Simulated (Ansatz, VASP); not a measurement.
## Ta2N in VASP and in Ansatz

File INCAR:

```
PREC = Accurate
ENCUT = 520
EDIFF = 1E-6
ISMEAR = 0
SIGMA = 0.15
LREAL = False
LASPH = True
NELM = 100
ALGO = Normal
ISIF = 2
LWAVE = False
LCHARG = True
GGA = PS
LELF = True
LVHAR = True
NBANDS = 36
```

File KPOINTS:

```
Automatic mesh
0
Gamma
  17 17 5
```

File POSCAR:

```
Ta2N
1.0
   -3.0786153856      0.0000000000      0.0000000000
   -1.5393076928     -2.6661591324      0.0000000000
    0.0000000000      0.0000000000     10.6465143614
Ta N
4 2
Direct
    0.6666666667      0.6666666667      0.1115626504
    0.6666666667      0.6666666667      0.5645989228
    0.3333333333      0.3333333333      0.7945098945
    0.3333333333      0.3333333333      0.3414736220
    0.0000000000      0.0000000000      0.2265181362
    0.0000000000      0.0000000000      0.6795544087
```

Input for Ansatz:

```yaml
crystal:
  lattice:
    - [-3.0786153856, 0.0, 0.0]
    - [-1.5393076928, -2.6661591324, 0.0]
    - [0.0, 0.0, 10.6465143614]
  atoms:
    - { symbol: Ta, position: [0.6666666667, 0.6666666667, 0.1115626504] }
    - { symbol: Ta, position: [0.6666666667, 0.6666666667, 0.5645989228] }
    - { symbol: Ta, position: [0.3333333333, 0.3333333333, 0.7945098945] }
    - { symbol: Ta, position: [0.3333333333, 0.3333333333, 0.341473622] }
    - { symbol: "N", position: [0.0, 0.0, 0.2265181362] }
    - { symbol: "N", position: [0.0, 0.0, 0.6795544087] }
basis:
  ecutwfc: 420
kpoints:
  mp_grid: { grid: [17, 17, 5] }
hamiltonian:
  xc: pbesol
scf:
  occupations: { method: gaussian, width: 0.15 }
output:
  forces: true
  stress: true
  eigenvalues: true
```

Alike in both runs: task single point; functional PBEsol; k mesh 17 × 17 × 5; occupations gaussian, width 0.15 eV; no spin polarisation.

|  | VASP | Ansatz |
| --- | --- | --- |
| version | VASP 6.6.1 | Ansatz 0.2.0 |
| potentials or method | VASP PAW PBE potentials, release 64 (Ta_pv, N), cutoff 520 eV | scalar-relativistic, plane waves, PAW |
| valence electrons in the cell | 54 | 62 |

VASP gave:

```
gap on the k mesh at the Fermi level (eV)                     : none
pressure (GPa)                                                : -7.9
traceless stress, the component that is largest in VASP (GPa) : -6.30
rms of the force components (eV/Å)                            : 0.545
```

Question: What did Ansatz give for the same quantities?

Answer: gap on the k mesh at the Fermi level (eV): none; pressure (GPa): -8.3; traceless stress, the component that is largest in VASP (GPa): -6.26; rms of the force components (eV/Å): 0.531.

VASP's potentials were made for PBE, not for PBEsol. Atom by atom the forces differ by 0.023 eV/Å (rms over components). A gap of «none» marks a metal or a gap that the smearing closes. VASP's potentials hold 54 valence electrons a cell and Ansatz's 62, so a difference there can come from the potentials and not from the codes.

Spin-orbit coupling is off throughout.
